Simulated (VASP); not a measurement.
# MnO (P6_3mc) in VASP: settings compared, part 2 of 2

VASP 6.6.1. Earlier steps stand in the parts before.

## 3. Single point, PBEsol, collinear spin, ferromagnetic start

This run uses another cell than the first one, of the same volume but with other edges.

Input file INCAR:

```
SYSTEM = MnO
  PREC = Accurate
  ENCUT = 520
  EDIFF = 1E-6
  ISMEAR = -1
  SIGMA = 0.05
  LREAL = .FALSE.
  LASPH = .TRUE.
  NELM = 150
  ALGO = Normal
  ISIF = 2
  LWAVE = .FALSE.
  LCHARG = .FALSE.
  ISPIN = 2
  MAGMOM = 4 4 0 0
  LORBIT = 11
  LMAXMIX = 4
  GGA = PS
  NBANDS = 31
```

Input file KPOINTS:

```
Automatic mesh
0
G
  7 7 4
  0 0 0
```

Input file POSCAR:

```
MnO
1.0
    3.3717000000      0.0000000000      0.0000000000
   -1.6858500000      2.9199778539      0.0000000000
    0.0000000000      0.0000000000      5.3855000000
Mn O
2 2
Direct
    0.6666666667      0.3333333333      0.5109600000
    0.3333333333      0.6666666667      0.0109600000
    0.6666666667      0.3333333333      0.8754700000
    0.3333333333      0.6666666667      0.3754700000
```

Potentials or basis: VASP PAW PBE potentials, release 64 (Mn_pv, O).

On the command line:

```console
cat potpaw_PBE.64/Mn_pv/POTCAR potpaw_PBE.64/O/POTCAR > POTCAR
mpirun -np 1 vasp_std > vasp.out
```

Wall time 86 s (1 thread of Intel Xeon 8259CL, shared host); peak memory 0.23 GiB.

The run converged. Its results:

- Free energy: -34.2644 eV
- Pressure: 1.1 GPa
- Largest force: 0.606 eV/Å
- Band gap on the k mesh: zero (filled and empty bands overlap)
- Net moment: 9.98 μB per cell
- Site moments: Mn +4.40; O +0.20 μB
- Valence electrons inside the program's atomic spheres: Mn 11.43; O 4.99

Forces in eV/Å, atoms in the order of the input:
```
Mn   0.000  0.000 -0.606
Mn   0.000  0.000 -0.606
O    0.000  0.000  0.606
O    0.000  0.000  0.606
```

Stress tensor (GPa, compression positive):
```
-1.38  0.00  0.00
 0.00 -1.38  0.00
 0.00  0.00  6.11
```

Levels at points of the mesh, in eV from the Fermi level:
Spin up:
| k point | band 21 | band 22 | band 23 | band 24 | band 25 | band 26 | band 27 | band 28 |
| --- | --- | --- | --- | --- | --- | --- | --- | --- |
| (0.00, 0.00, 0.00) | -1.06 | -1.06 | 0.01 | 0.01 | 0.07 | 3.60 | 5.52 | 11.43 |
| (0.00, 0.00, 0.50) | -0.55 | -0.55 | -0.55 | -0.55 | 1.16 | 1.16 | 8.30 | 8.30 |
Spin down:
```csv
k point,band 11,band 12,band 13,band 14,band 15,band 16,band 17,band 18
"(0.00, 0.00, 0.00)",-4.93,-4.93,-4.73,-4.73,-0.15,0.92,0.92,1.06
"(0.00, 0.00, 0.50)",-4.85,-4.85,-4.85,-4.85,1.40,1.40,1.40,1.40
```

Caveat: the PAW data sets were made with another functional, which shifts forces and pressure a little; semilocal functionals often make such compounds metallic where correlation or magnetic order opens a gap, which also shifts bond lengths; only a ferromagnetic start was run, and an antiferromagnetic order may lie lower in energy. With open d or f shells a metallic result of PBEsol can be an artefact of self-interaction; +U or a hybrid may open a gap.

## 4. Single point, LDA, collinear spin, ferromagnetic start

This run uses another cell than the first one, of the same volume but with other edges.

Input file INCAR:

```
PREC = Accurate ; ENCUT = 520
EDIFF = 1E-7 ; ISMEAR = 1
SIGMA = 0.05 ; LREAL = F
LASPH = T ; NELM = 150
ALGO = Normal ; ISIF = 2
LWAVE = F ; LCHARG = T
ISPIN = 2 ; MAGMOM = 4 4 0 0
LORBIT = 11 ; LMAXMIX = 4
GGA = CA ; LELF = T
LVHAR = T ; NBANDS = 31
```

Input file KPOINTS:

```
Automatic mesh
0
Gamma
  8 8 4
```

POSCAR is that of step 3.

Potentials or basis: VASP PAW LDA potentials, release 64 (Mn_pv, O).

On the command line:

```console
cat potpaw_LDA.64/Mn_pv/POTCAR potpaw_LDA.64/O/POTCAR > POTCAR
mpirun -np 1 vasp_std > vasp.out
```

It took 2 min on 1 thread of Intel Xeon 8259CL, shared host; peak memory 0.2 GiB.

Results (log left out):

```
Free energy                                           : -34.8688 eV
Pressure                                              : -5.0 GPa
Largest force                                         : 0.555 eV/Å
Net moment                                            : 9.82 μB per cell
Site moments                                          : Mn +4.31; O +0.21 μB
Valence electrons inside the program's atomic spheres : Mn 11.45; O 4.97
```

Forces on the atoms (eV/Å):
```
Mn   0.000  0.000 -0.555
Mn   0.000  0.000 -0.555
O    0.000  0.000  0.555
O    0.000  0.000  0.555
```

Stress tensor (GPa, compression positive):
```
-7.17  0.00  0.00
 0.00 -7.17  0.00
 0.00  0.00 -0.72
```

Levels at points of the mesh, in eV from the Fermi level:
Spin up:
| k point | band 20 | band 21 | band 22 | band 23 | band 24 | band 25 | band 26 | band 27 | band 28 | band 29 |
| --- | --- | --- | --- | --- | --- | --- | --- | --- | --- | --- |
| (0.00, 0.00, 0.00) | -1.31 | -0.86 | -0.86 | 0.20 | 0.20 | 0.25 | 3.80 | 5.72 | 11.58 | 11.58 |
| (0.50, 0.00, 0.00) | -2.22 | -1.83 | -1.63 | -0.64 | -0.52 | 4.01 | 4.41 | 6.00 | 7.68 | 9.25 |
| (0.00, 0.00, 0.50) | -1.23 | -0.36 | -0.36 | -0.36 | -0.36 | 1.36 | 1.36 | 8.48 | 8.48 | 11.68 |
| (0.50, 0.00, 0.50) | -2.16 | -1.09 | -1.09 | -1.02 | -1.02 | 4.01 | 4.01 | 6.23 | 6.23 | 10.59 |
Spin down:
```tsv
k point	band 11	band 12	band 13	band 14	band 15	band 16	band 17	band 18
(0.00, 0.00, 0.00)	-4.92	-4.92	-4.70	-4.70	-0.25	0.67	0.67	0.86
(0.50, 0.00, 0.00)	-5.31	-4.89	-4.82	-4.61	0.14	0.19	0.99	1.25
(0.00, 0.00, 0.50)	-4.83	-4.83	-4.83	-4.83	1.15	1.15	1.15	1.15
(0.50, 0.00, 0.50)	-4.90	-4.90	-4.73	-4.73	0.64	0.64	1.27	1.27
```

Caveat: the cell stands under tension; semilocal functionals often make such compounds metallic where correlation or magnetic order opens a gap, which also shifts bond lengths; only a ferromagnetic start was run, and an antiferromagnetic order may lie lower in energy.

## 5. Single point, LDA, collinear spin, ferromagnetic start

This run uses another cell than the first one, of the same volume but with other edges.

Input file INCAR:

```
SYSTEM = MnO
  ALGO = Normal
  EDIFF = 1E-6
  ENCUT = 520
  GGA = CA
  ISIF = 2
  ISMEAR = 1
  ISPIN = 2
  LASPH = .TRUE.
  LCHARG = .FALSE.
  LMAXMIX = 4
  LORBIT = 11
  LREAL = .FALSE.
  LWAVE = .FALSE.
  MAGMOM = 4 4 0 0
  NBANDS = 31
  NELM = 150
  PREC = Accurate
  SIGMA = 0.025
```

Input file KPOINTS:

```
k-points
0
G
  8 8 4
  0 0 0
```

POSCAR is that of step 4.

On the command line:

```console
cat potpaw_LDA.64/Mn_pv/POTCAR potpaw_LDA.64/O/POTCAR > POTCAR
mpirun -np 1 vasp_std > vasp.out
```

Run time: 98 s. Hardware: 1 thread of Intel Xeon 8259CL, shared host; peak memory 0.2 GiB.

It converged, with:

* Free energy: -34.8687 eV
* Pressure: -5.1 GPa
* Largest force: 0.550 eV/Å
* Net moment: 9.82 μB per cell
* Site moments: Mn +4.31; O +0.21 μB
* Valence electrons inside the program's atomic spheres: Mn 11.45; O 4.97

Forces in eV/Å, atoms in the order of the input:
```
Mn   0.000  0.000 -0.550
Mn   0.000  0.000 -0.550
O    0.000  0.000  0.550
O    0.000  0.000  0.550
```

Stress tensor (GPa, compression positive):
```
-7.24  0.00  0.00
 0.00 -7.24  0.00
 0.00  0.00 -0.78
```

Levels at points of the mesh, in eV from the Fermi level:
Spin up:
```csv
k point,band 20,band 21,band 22,band 23,band 24,band 25,band 26,band 27,band 28,band 29
"(0.00, 0.00, 0.00)",-1.30,-0.86,-0.86,0.20,0.20,0.26,3.81,5.72,11.58,11.58
"(0.50, 0.00, 0.00)",-2.21,-1.83,-1.63,-0.63,-0.52,4.01,4.41,6.00,7.68,9.25
"(0.00, 0.00, 0.50)",-1.22,-0.35,-0.35,-0.35,-0.35,1.36,1.36,8.48,8.48,11.69
"(0.50, 0.00, 0.50)",-2.15,-1.09,-1.09,-1.02,-1.02,4.02,4.02,6.23,6.23,10.59
```
Spin down:
```tsv
k point	band 10	band 11	band 12	band 13	band 14	band 15	band 16	band 17	band 18	band 19
(0.00, 0.00, 0.00)	-5.08	-4.92	-4.92	-4.70	-4.70	-0.24	0.68	0.68	0.86	1.46
(0.50, 0.00, 0.00)	-5.94	-5.31	-4.88	-4.82	-4.60	0.14	0.19	1.00	1.25	1.29
(0.00, 0.00, 0.50)	-5.98	-4.83	-4.83	-4.83	-4.83	1.15	1.15	1.15	1.15	1.29
(0.50, 0.00, 0.50)	-6.40	-4.90	-4.90	-4.72	-4.72	0.65	0.65	1.27	1.27	1.42
```

Caveat: the cell stands under tension; semilocal functionals often make such compounds metallic where correlation or magnetic order opens a gap, which also shifts bond lengths; only a ferromagnetic start was run, and an antiferromagnetic order may lie lower in energy. With open d or f shells a metallic result of LDA can be an artefact of self-interaction; +U or a hybrid may open a gap.

## 6. The runs side by side

| level | potentials or basis | cell | k mesh | smearing | gap on the mesh (eV) | pressure (GPa) | moment (μB) | largest force (eV/Å) |
| --- | --- | --- | --- | --- | --- | --- | --- | --- |
| PBEsol | VASP PAW PBE potentials, release 64 (Mn_pv, O) | a = 3.406, b = 3.406, c = 5.278 Å, angles 90.0, 90.0, 120.0°, 4 atoms | 9 × 9 × 5 | fermi-dirac 0.05 eV | none | 2.1 | 9.98 | 1.00 |
| PBEsol | VASP PAW PBE potentials, release 64 (Mn_pv, O) | a = 3.372, b = 3.372, c = 5.386 Å, angles 90.0, 90.0, 120.0°, 4 atoms | 7 × 7 × 4 | fermi-dirac 0.05 eV | none | 1.1 | 9.98 | 0.61 |
| LDA | VASP PAW LDA potentials, release 64 (Mn_pv, O) | a = 3.372, b = 3.372, c = 5.386 Å, angles 90.0, 90.0, 120.0°, 4 atoms | 8 × 8 × 4 | methfessel-paxton 0.05 eV | none | -5.0 | 9.82 | 0.55 |
| LDA | VASP PAW LDA potentials, release 64 (Mn_pv, O) | a = 3.372, b = 3.372, c = 5.386 Å, angles 90.0, 90.0, 120.0°, 4 atoms | 8 × 8 × 4 | methfessel-paxton 0.025 eV | none | -5.1 | 9.82 | 0.55 |

Alike in all rows: task single point; spin collinear, ferromagnetic start; cutoff (eV) 520.

Caveats: semilocal functionals often make such compounds metallic where correlation or magnetic order opens a gap, which also shifts bond lengths; only a ferromagnetic start was run, and an antiferromagnetic order may lie lower in energy; the PAW data sets were made with another functional, which shifts forces and pressure a little (at least some runs); the cell stands under tension (at least some runs).

Total energies depend on the potentials used, so only differences within one code and one set of settings carry meaning.
